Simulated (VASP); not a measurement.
A run of VASP 6.6.1 is set up as follows.

File INCAR:

```
SYSTEM = ScGa5S
PREC = Accurate ; ENCUT = 520
EDIFF = 1E-7 ; ISMEAR = 0
SIGMA = 0.2 ; LREAL = .False.
LASPH = .True. ; NELM = 100
ALGO = Normal ; ISIF = 2
LWAVE = .False. ; LCHARG = .False.
GGA = PE ; NBANDS = 50
```

Contents of KPOINTS:

```
regular mesh
0
Gamma
  4 4 2
  0 0 0
```

POSCAR

```
ScGa5S
1.0
    3.6679032919      0.0000000000      0.0000000000
    0.0000000000      3.6679032919      0.0000000000
    0.0000000000      0.0000000000     10.3219887019
Sc Ga S
1 5 1
Direct
    0.0000000000      0.0000000000      0.0000000000
    0.0000000000      0.0000000000      0.5000000000
    0.0000000000      0.5000000000      0.2854567536
    0.0000000000      0.5000000000      0.7145432464
    0.5000000000      0.0000000000      0.7145432464
    0.5000000000      0.0000000000      0.2854567536
    0.5000000000      0.5000000000      0.0000000000
```

Potentials or basis: VASP PAW PBE potentials, release 64 (Sc_sv, Ga_d, S).

Launch:

```bash
$ cat potpaw_PBE.64/Sc_sv/POTCAR potpaw_PBE.64/Ga_d/POTCAR potpaw_PBE.64/S/POTCAR > POTCAR
$ mpirun -np 1 vasp_std > vasp.out
```

Question: Estimate the band gap on the k mesh.

Answer: Zero (band 41 reaches 6.53 eV, above the bottom of band 42 at 3.79 eV).

Question: What does it give for the pressure?

Answer: 0.3 GPa.

Question: Estimate the largest force.

Answer: 0.004 eV/Å.

Forces on the atoms (eV/Å):
```
Sc   0.000  0.000  0.000
Ga   0.000  0.000  0.000
Ga   0.000  0.000 -0.004
Ga   0.000  0.000  0.004
Ga   0.000  0.000  0.004
Ga   0.000  0.000 -0.004
S    0.000  0.000  0.000
```

Caveat: the k points lie up to 0.43 Å⁻¹ apart.
